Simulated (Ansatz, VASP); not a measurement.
## One calculation of PtSe2, two programs

The input INCAR:

```
SYSTEM = PtSe2
PREC = Accurate
ENCUT = 600
EDIFF = 1E-6
ISMEAR = -1
SIGMA = 0.05
LREAL = .FALSE.
LASPH = .TRUE.
NELM = 60
ALGO = Normal
ISIF = 3
LWAVE = .FALSE.
LCHARG = .FALSE.
GGA = RE
IVDW = 13
IBRION = 2
NSW = 60
EDIFFG = -0.01
```

The input KPOINTS:

```
Automatic mesh
0
G
  8 8 5
  0 0 0
```

POSCAR

```
PtSe2
1.0
    3.7240000000      0.0000000000      0.0000000000
   -1.8620000000      3.2250786037      0.0000000000
    0.0000000000      0.0000000000      5.0620000000
Pt Se
1 2
Direct
    0.0000000000      0.0000000000      0.0000000000
    0.6666666667      0.3333333333      0.7500000000
    0.3333333333      0.6666666667      0.2500000000
```

Contents of input.yaml:

```yaml
crystal:
  lattice:
    - [3.724, 0.0, 0.0]
    - [-1.862, 3.2250786037, 0.0]
    - [0.0, 0.0, 5.062]
  atoms:
    - { symbol: Pt, position: [0.0, 0.0, 0.0] }
    - { symbol: Se, position: [0.6666666667, 0.3333333333, 0.75] }
    - { symbol: Se, position: [0.3333333333, 0.6666666667, 0.25] }
hamiltonian:
  xc: revpbe
  pseudopotentials: { kind: paw }
  dispersion: d4
kpoints:
  mp_grid: { grid: [8, 8, 5] }
scf:
  occupations: { method: fermi_dirac, width: 0.05 }
output:
  forces: true
  stress: true
relax:
  f_tol: 0.01
  max_steps: 40
  cell: { stress_tol: 0.05 }
```

Alike in both runs: task relaxation of cell and atoms; functional revPBE; dispersion D4; k mesh 8 × 8 × 5; occupations fermi-dirac, width 0.05 eV; no spin polarisation.

|  | VASP | Ansatz |
| --- | --- | --- |
| version | VASP 6.6.1 | Ansatz 0.2.0 |
| potentials or method | VASP PAW PBE potentials, release 64 (Pt, Se) | Ansatz PAW |
| plane-wave cutoff (eV) | 600 | 420 |
| valence electrons in the cell | 22 | 50 |

|  | VASP | Ansatz | Ansatz less VASP |
| --- | --- | --- | --- |
| relaxed volume (Å³/atom) | 19.26 | 19.28 | +0.022 |
| relaxed length of the cell vector where the two differ most in proportion (Å) | 4.720 | 4.725 | +0.0049 |

VASP's potentials were made for PBE, not for revPBE. VASP's potentials hold 22 valence electrons a cell and Ansatz's 50, so a difference there can come from the potentials and not from the codes.

Spin-orbit coupling is off throughout. Noted on Ansatz's run: the plane-wave basis is chosen anew once the cell has moved, so the energies of steps on either side of that aren't comparable.
